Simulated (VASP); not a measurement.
Wanted: the native input for a VASP 6.6.1 run.

```yaml
Task: single point
Functional: PBE
Potentials_or_basis: VASP PAW PBE potentials, release 64 (Sc_sv, Zn, H)
Cutoff: 520 eV
k_mesh: 12 × 12 × 16
Occupations: gaussian, width 0.1 eV
Spin: no spin polarisation
Dipole_correction: no
Further_INCAR_settings: ALGO = Normal; EDIFF = 1e-07; NBANDS = 20
```

The structure of ScZnH2 lies in POSCAR:

```
ScZnH2
1.0
    3.7468483636      0.0000000000      0.0000000000
    0.0000000000      3.7468483636      0.0000000000
    0.0000000000      0.0000000000      2.8930749329
Sc Zn H
1 1 2
Direct
    0.5000000000      0.5000000000      0.5000000000
    0.0000000000      0.0000000000      0.0000000000
    0.5000000000      0.0000000000      0.0000000000
    0.0000000000      0.5000000000      0.0000000000
```

The input as run:

INCAR

```
PREC = Accurate ; ENCUT = 520
EDIFF = 1E-7 ; ISMEAR = 0
SIGMA = 0.1 ; LREAL = F
LASPH = T ; NELM = 100
ALGO = Normal ; ISIF = 2
LWAVE = F ; LCHARG = T
GGA = PE ; LELF = T
LVHAR = T ; NBANDS = 20
```

KPOINTS

```
regular mesh
0
Gamma
  12 12 16
```

Potentials or basis: VASP PAW PBE potentials, release 64 (Sc_sv, Zn, H).

Command:

```sh
$ cat potpaw_PBE.64/Sc_sv/POTCAR potpaw_PBE.64/Zn/POTCAR potpaw_PBE.64/H/POTCAR > POTCAR
$ mpirun -np 1 vasp_std > vasp.out
```

It gave:

```json
{"Pressure": "0.2 GPa"}
```

Run time: 69 s on 1 thread of Intel(R) Xeon(R) 6975P-C (Granite Rapids) (shared host), peak memory 0.33 GiB.
